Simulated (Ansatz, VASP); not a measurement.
This is a calculation of B for Ansatz 0.2.0.

input.yaml

```yaml
crystal:
  lattice:
    - [1.8467549156, 0.0, 0.0]
    - [0.0, 1.8467549156, 0.0]
    - [0.0, 0.0, 1.8467549156]
  atoms:
    - { symbol: B, position: [0.5, 0.5, 0.5] }
hamiltonian:
  xc: pbe0
  pseudopotentials: { kind: paw }
kpoints:
  mp_grid: { grid: [7, 7, 7] }
scf:
  occupations: { method: fermi_dirac, width: 0.05 }
output:
  forces: true
  stress: true
  eigenvalues: true
```

Potentials or basis: Ansatz PAW.

The run is started by

```console
$ ansatz run input.yaml --threads 2 --pin off --max-ram 5632MiB --backend cpu --events-out ev --progress --plain --runs-dir out
```

Task: Set up the same calculation for VASP 6.6.1. Potentials there: VASP PAW PBE potentials, release 64 (B).

Result: As run (the cutoff follows the program's own potentials):

Contents of POSCAR:

```
B
1.0
    1.8467549156      0.0000000000      0.0000000000
    0.0000000000      1.8467549156      0.0000000000
    0.0000000000      0.0000000000      1.8467549156
B
1
Direct
    0.5000000000      0.5000000000      0.5000000000
```

INCAR.step1

```
PREC     = Accurate       # precision mode
ENCUT    = 520            # plane-wave cutoff, eV
EDIFF    = 1E-5           # SCF threshold, eV
ISMEAR   = -1             # smearing method
SIGMA    = 0.05           # smearing width, eV
LREAL    = False          # projectors in reciprocal space
LASPH    = True           # aspherical terms in the spheres
NELM     = 80             # most SCF steps
ALGO     = Normal         # electronic algorithm
ISIF     = 2              # what is computed and relaxed
LWAVE    = True           # write WAVECAR
LCHARG   = False          # write CHGCAR
GGA      = PE             # functional
NBANDS   = 8              # bands
```

File INCAR.step2:

```
PREC     = Accurate       # precision mode
ENCUT    = 520            # plane-wave cutoff, eV
EDIFF    = 1E-6           # SCF threshold, eV
ISMEAR   = -1             # smearing method
SIGMA    = 0.05           # smearing width, eV
LREAL    = False          # projectors in reciprocal space
LASPH    = True           # aspherical terms in the spheres
NELM     = 80             # most SCF steps
ALGO     = Normal         # electronic algorithm
ISIF     = 2              # what is computed and relaxed
LWAVE    = False          # write WAVECAR
LCHARG   = False          # write CHGCAR
GGA      = PE             # functional
LHFCALC  = True           # exact exchange
AEXX     = 0.25           # exact-exchange fraction
PRECFOCK = Normal       
ISTART   = 1            
NBANDS   = 8              # bands
```

Contents of KPOINTS:

```
regular mesh
0
Gamma
  7 7 7
```

Potentials or basis: VASP PAW PBE potentials, release 64 (B).

Run with:

```bash
$ cat potpaw_PBE.64/B/POTCAR > POTCAR
$ cp INCAR.step1 INCAR
$ mpirun -np 1 vasp_std > vasp.out
$ cp INCAR.step2 INCAR
$ mpirun -np 1 vasp_std > vasp.out
```

Both were run:

|  | VASP | Ansatz | Ansatz less VASP |
| --- | --- | --- | --- |
| gap on the k mesh at the Fermi level (eV) | none | none | - |
| pressure (GPa) | 10.9 | 11.1 | +0.19 |

A gap of «none» marks a metal or a gap that the smearing closes. The functional is the same, so the differences come from potentials, cutoffs and numerics.

The k mesh is coarse, so the values compare programs but aren't converged.
